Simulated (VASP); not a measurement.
# N (Fm-3m) in VASP: a series of runs

The runs below take N through relaxation of cell and atoms, single point, with PBEsol.

Everything below comes from runs of VASP 6.6.1. Logs are shortened: lines on timing, memory, paths and dates and some standing lists are left out, and cuts for length are marked.

## Step 1: The cell of the first run

It takes space group Fm-3m (No. 225, cubic). Conventional cell: a = 3.618 Å, b = 3.618 Å, c = 3.618 Å, α = 90.00°, β = 90.00°, γ = 90.00°. N (site symmetry m-3m) has 12 N at 2.56 Å within 3.4 Å.

## Step 2: Relaxation of cell and atoms, PBEsol

The input, INCAR:

```
ALGO     = Normal         # electronic algorithm
EDIFF    = 1E-7           # SCF threshold, eV
EDIFFG   = -0.04          # ionic threshold
ENCUT    = 600            # plane-wave cutoff, eV
GGA      = PS             # functional
GGA_COMPAT= False        
IBRION   = 2              # ionic algorithm
ISIF     = 3              # what is computed and relaxed
ISMEAR   = 0              # smearing method
LASPH    = True           # aspherical terms in the spheres
LCHARG   = False          # write CHGCAR
LREAL    = False          # projectors in reciprocal space
LWAVE    = False          # write WAVECAR
NELM     = 120            # most SCF steps
NELMIN   = 4            
NSW      = 90             # ionic steps
PREC     = Accurate       # precision mode
SIGMA    = 0.1            # smearing width, eV
```

The input, KPOINTS:

```
k-points
0
Gamma
  8 8 8
```

The input, POSCAR:

```
N
1.0
    0.0000000000      1.8088323787      1.8088323787
    1.8088323787      0.0000000000      1.8088323787
    1.8088323787      1.8088323787      0.0000000000
N
1
Direct
    0.0000000000      0.0000000000      0.0000000000
```

Potentials or basis: VASP PAW PBE potentials, release 64 (N).

Run with:

```console
$ cat potpaw_PBE.64/N/POTCAR > POTCAR
$ mpirun -np 1 vasp_std > vasp.out
```

OUTCAR:

```text
EDIFF = 1E-7
   EDIFFG = -0.04
   ENCUT = 600
   GGA = PS
   IBRION = 2
   ISIF = 3
   ISMEAR = 0
   LASPH = True
   LREAL = False
   NELM = 120
   NELMIN = 4
   NSW = 90
   PREC = Accurate

 ion  position               nearest neighbor table
   1  0.000  0.000  0.000-

  LATTYP: Found a face centered cubic cell.
 ALAT       =     3.6176647574

  Lattice vectors:

 A1 = (   0.0000000000,   1.8088323787,   1.8088323787)
 A2 = (   1.8088323787,   0.0000000000,   1.8088323787)
 A3 = (   1.8088323787,   1.8088323787,   0.0000000000)

Analysis of symmetry for initial positions (statically):
=====================================================================
 Subroutine PRICEL returns:
 Original cell was already a primitive cell.

 Routine SETGRP: Setting up the symmetry group for a
 face centered cubic supercell.

 Subroutine GETGRP returns: Found 48 space group operations
 (whereof 48 operations were pure point group operations)
 out of a pool of 48 trial point group operations.

The static configuration has the point symmetry O_h .

Analysis of symmetry for dynamics (positions and initial velocities):
=====================================================================
 Subroutine PRICEL returns:
 Original cell was already a primitive cell.

 Routine SETGRP: Setting up the symmetry group for a
 face centered cubic supercell.

 Subroutine GETGRP returns: Found 48 space group operations
 (whereof 48 operations were pure point group operations)
 out of a pool of 48 trial point group operations.

The dynamic configuration has the point symmetry O_h .

 Subroutine INISYM returns: Found 48 space group operations
 (whereof 48 operations are pure point group operations),
 and found     1 'primitive' translations

----------------------------------------------------------------------------------------

                                     Primitive cell

  volume of cell :      11.8365

  direct lattice vectors                    reciprocal lattice vectors
     0.000000000  1.808832379  1.808832379    -0.276421412  0.276421412  0.276421412
     1.808832379  0.000000000  1.808832379     0.276421412 -0.276421412  0.276421412
     1.808832379  1.808832379  0.000000000     0.276421412  0.276421412 -0.276421412

  length of vectors
     2.558075282  2.558075282  2.558075282     0.478775930  0.478775930  0.478775930

  position of ions in fractional coordinates (direct lattice)
     0.000000000  0.000000000  0.000000000

  ion indices of the primitive-cell ions
   primitive index   ion index
                 1           1

----------------------------------------------------------------------------------------

[... 56 lines left out ...]
   ions per type =               1
   NGX,Y,Z   is equivalent  to a cutoff of  13.00, 13.00, 13.00 a.u.
   NGXF,Y,Z  is equivalent  to a cutoff of  26.00, 26.00, 26.00 a.u.
 SYSTEM =  unknown system
   PREC   = accura    normal or accurate (medium, high low for compatibility)
   ISTART =      0    job   : 0-new  1-cont  2-samecut
   ICHARG =      2    charge: 1-file 2-atom 10-const
   ISPIN  =      1    spin polarized calculation?
   LNONCOLLINEAR =      F non collinear calculations
   LSORBIT =      F    spin-orbit coupling
   LASPH  =      T    aspherical Exc in radial PAW
   ENCUT  =  600.0 eV  44.10 Ry    6.64 a.u.   5.11  5.11  5.11*2*pi/ulx,y,z
   NELM   =    120;   NELMIN=  4; NELMDL= -5     # of ELM steps
   EDIFF  = 0.1E-06   stopping-criterion for ELM
   LREAL  =      F    real-space projection
   EDIFFG = -.4E-01   stopping-criterion for IOM
   NSW    =     90    number of steps for IOM
   IBRION =      2    ionic relax: 0-MD 1-quasi-New 2-CG
   NFREE  =      1    steps in history (QN), initial steepest desc. (CG)
   ISIF   =      3    stress and relaxation
   ISYM   =      2    0-nonsym 1-usesym 2-fastsym
   POTIM  = 0.5000    time-step for ionic-motion
   TEBEG  =    0.0;   TEEND  =   0.0 temperature during run
   PSTRESS=    0.0 pullay stress
   NELECT =       5.0000    total number of electrons
   NUPDOWN=      -1.0000    fix difference up-down
   EMIN   =  10.00;   EMAX   =-10.00  energy-range for DOS
   EFERMI =   0.00;   METHOD = LEGACY
   ISMEAR =     0;   SIGMA  =   0.10  broadening in eV -4-tet -1-fermi 0-gaus
   EFERMI_NEDOS =   21; number of points for ismear=-14 and -15
   IALGO  =     38    algorithm
   IMIX   =      4    mixing-type and parameters
     AMIX     =   0.40;   BMIX     =  1.00
     AMIX_MAG =   1.60;   BMIX_MAG =  1.00
  volume/ion in A,a.u.               =      11.84        79.88
  Fermi-wavevector in a.u.,A,eV,Ry     =   1.228353  2.321251 20.529164  1.508851
  Thomas-Fermi vector in A             =   2.363282
   LORBIT       =      0    0 simple, 1 ext, 2 COOP (PROOUT), +10 PAW based schemes
   GGA     = PS    functional components
   LHFCALC =     F    Hartree Fock is set to
   AEXX    =    0.0000 exact exchange contribution
   IVDW    =     0    specifies the selected vdW correction
   LEPSILON=     F    determine dielectric tensor
   LRPA    =     F    only Hartree local field effects (RPA)
 conjugate gradient relaxation of ions
 non-spin polarized calculation
 Gauss-broadening in eV      SIGMA  =   0.10
  energy-cutoff  :      600.00
  volume of cell :       11.84
 maximum number of plane-waves:       411
   NGX = 11   NGY = 11   NGZ = 11

--------------------------------------- Ionic step        1  -------------------------------------------

 number of electron       5.0000000 magnetization

 Free energy of the ion-electron system (eV)
  ---------------------------------------------------
  ext. energy  EPLUGINS =         0.00000000
  ---------------------------------------------------
  free energy    TOTEN  =        -3.52535764 eV

  energy without entropy =       -3.51944979  energy(sigma->0) =       -3.52240371

 E-fermi :   0.3160     XC(G=0): -10.5660

 val. band max:        0.2792492946   @ k =   0.5000   0.2500   0.1250
 cond. band min:       0.5838056622   @ k =   0.5000   0.5000   0.0000
 fundamental gap:      0.3045563676
 Fermi energy:         0.3159514194

 k-point     1 :       0.0000    0.0000    0.0000
  band No.  band energies     occupation
      1     -15.2135      2.00000
      2       2.6952      0.00000
      3       2.6952      0.00000
      4       2.6952      0.00000
      5      15.1186      0.00000
      6      27.0872      0.00000
[... 276 lines left out ...]
--------------------------------------- Ionic step        3  -------------------------------------------

 number of electron       5.0000000 magnetization

 Free energy of the ion-electron system (eV)
  ---------------------------------------------------
  ext. energy  EPLUGINS =         0.00000000
  ---------------------------------------------------
  free energy    TOTEN  =        -4.33457818 eV

  energy without entropy =       -4.33009188  energy(sigma->0) =       -4.33233503

 E-fermi :   5.9722     XC(G=0): -13.0590

 val. band max:        5.6111408137   @ k =   0.5000   0.2500   0.1250
 cond. band min:       6.0163872279   @ k =  -0.3750   0.3750   0.1250
 fundamental gap:      0.4052464142
 Fermi energy:         5.9722469371

 k-point     1 :       0.0000    0.0000    0.0000
  band No.  band energies     occupation
      1     -14.7101      2.00000
      2      10.2592      0.00000
      3      10.2592      0.00000
      4      10.2592      0.00000
      5      30.3483      0.00000
      6      38.2266      0.00000
[... 235 lines left out ...]
  FREE ENERGIE OF THE ION-ELECTRON SYSTEM (eV)
  ---------------------------------------------------
  free  energy   TOTEN  =        -4.3345781817 eV

  energy  without entropy=       -4.3300918792  energy(sigma->0) =       -4.33233503

 reached required accuracy - stopping structural energy minimisation
```

CONTCAR:

```text
N
   1.00000000000000
    -0.0000000000000000    1.5348514833207754    1.5348514833207751
     1.5348514833207751    0.0000000000000000    1.5348514833207751
     1.5348514833207751    1.5348514833207754    0.0000000000000000
  N
     1
Direct
     0.0000000000000000    0.0000000000000000    0.0000000000000000

  0.00000000E+00  0.00000000E+00  0.00000000E+00
```

Run time: 2.7 s. Hardware: 1 thread of Intel Xeon 6975P-C (Granite Rapids), shared host; peak memory 0.11 GiB.

Results:

* Free energy: -4.3346 eV
* Relaxed volume: 7.23 Å³/atom
* Relaxed cell: a = 2.171 Å, b = 2.171 Å, c = 2.171 Å, α = 60.00°, β = 60.00°, γ = 60.00°
* Space group after relaxing (to 0.05 Å): Fm-3m (No. 225)
* Energy gained by relaxing: 809.2 meV/atom
* Ionic steps: 3
* Pressure after relaxing: -0.4 GPa

Step by step:
```csv
step,energy change (eV),largest force (eV/Å),pressure (GPa),volume (Å³)
1,0.0000,0.0000,-35.67,11.84
2,-0.7737,0.0000,-16.03,7.87
3,-0.8092,0.0000,-0.40,7.23
```

Final structure:
```cif
data_structure
_symmetry_space_group_name_H-M 'P 1'
_symmetry_Int_Tables_number 1
_cell_length_a 2.1706
_cell_length_b 2.1706
_cell_length_c 2.1706
_cell_angle_alpha 60.000
_cell_angle_beta 60.000
_cell_angle_gamma 60.000
_cell_volume 7.23
loop_
_atom_site_label
_atom_site_type_symbol
_atom_site_fract_x
_atom_site_fract_y
_atom_site_fract_z
_atom_site_occupancy
N1 N 0.00000 0.00000 0.00000 1
```

Caveat: the k points lie up to 0.44 Å⁻¹ apart in the final cell; the volume moved by over 15 % at a fixed basis, so the end points are rough; the PAW data sets were made with another functional, which shifts forces and pressure a little.

## Step 3: Single point, PBEsol

This run uses another cell than the first one: it holds 8 atoms, not 1.

The input, INCAR:

```
SYSTEM = N
PREC = Accurate
ENCUT = 600
EDIFF = 1E-6
ISMEAR = 0
SIGMA = 0.1
LREAL = .False.
LASPH = .True.
NELM = 120
ALGO = Normal
ISIF = 2
LWAVE = .False.
LCHARG = .False.
GGA = PS
NBANDS = 30
GGA_COMPAT = .False.
```

The input, KPOINTS:

```
regular mesh
0
Gamma
  6 6 6
  0 0 0
```

The input, POSCAR:

```
N
1.0
    0.0000000000      3.0690930086      3.0690930086
    3.0690930086      0.0000000000      3.0690930086
    3.0690930086      3.0690930086      0.0000000000
N
8
Direct
    0.0000000000      0.0000000000      0.0000000000
    0.0000000000      1.0000000000      0.5000000000
    0.0000000000      0.5000000000      1.0000000000
    0.0000000000      0.5000000000      0.5000000000
    0.5000000000      0.0000000000      1.0000000000
    0.5000000000      1.0000000000      0.5000000000
    0.5000000000      0.5000000000      1.0000000000
    0.5000000000      0.5000000000      0.5000000000
```

Potentials or basis: VASP PAW PBE potentials, release 64 (N).

Run with:

```console
$ cat potpaw_PBE.64/N/POTCAR > POTCAR
$ mpirun -np 1 vasp_std > vasp.out
```

It took 12 s on 1 thread of Intel Xeon 6975P-C (Granite Rapids), shared host; peak memory 0.19 GiB.

It converged, with:

```yaml
Free_energy: -34.5784 eV
Pressure: -0.2 GPa
Band_gap_on_the_k_mesh: zero (band 20 reaches 6.73 eV, above the bottom of band 21 at 4.42 eV)
```

Levels at points of the mesh, in eV from the Fermi level:
```tsv
k point	band 16	band 17	band 18	band 19	band 20	band 21	band 22	band 23	band 24	band 25
(0.00, 0.00, 0.00)	0.16	0.16	0.16	0.16	0.16	0.16	3.07	3.07	3.07	3.07
(0.50, 0.00, 0.00)	-1.07	-0.85	-0.85	-0.85	-0.85	-0.85	-0.85	1.47	1.47	1.47
(0.50, 0.50, 0.00)	-3.41	-1.66	-1.66	-1.66	-1.66	-1.52	-1.52	0.44	0.44	2.02
```

Caveat: the PAW data sets were made with another functional, which shifts forces and pressure a little.
